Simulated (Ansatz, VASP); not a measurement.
# ZrO5 in VASP and in Ansatz

```xyz
6
Lattice="4.2021 0.0000 0.0000 -2.1011 3.6391 0.0000 0.0000 0.0000 4.0714" Properties=species:S:1:pos:R:3 pbc="T T T"
Zr    0.0000    0.0000    0.0000
O     0.0000    2.4261    0.6897
O     0.0000    2.4261    3.3816
O     2.1011    1.2130    3.3816
O     2.1011    1.2130    0.6897
O     0.0000    0.0000    2.0357
```

Alike in both runs: functional PBE; k mesh 12 × 12 × 10; occupations gaussian, width 0.1 eV; no spin polarisation.

Ansatz relaxed the structure, and its values are those at the end. VASP's run is a single point on that final structure, the one shown.

```csv
,VASP,Ansatz
version,VASP 6.6.1,Ansatz 0.2.0
potentials or method,"VASP PAW PBE potentials, release 64 (Zr_sv, O), cutoff 520 eV","scalar-relativistic, plane waves, PAW"
valence electrons in the cell,42,42
```

VASP gave:

```
gap on the k mesh at the Fermi level (eV) : none
pressure (GPa)                            : 1.0
rms of the force components (eV/Å)        : 0.191
```

Question: What did Ansatz give for the same quantities?

Answer: gap on the k mesh at the Fermi level (eV): none; pressure (GPa): 0.0; rms of the force components (eV/Å): 0.000.

A gap of «none» marks a metal or a gap that the smearing closes. With one functional, cell and mesh, what is left measures potentials, basis and numerics.
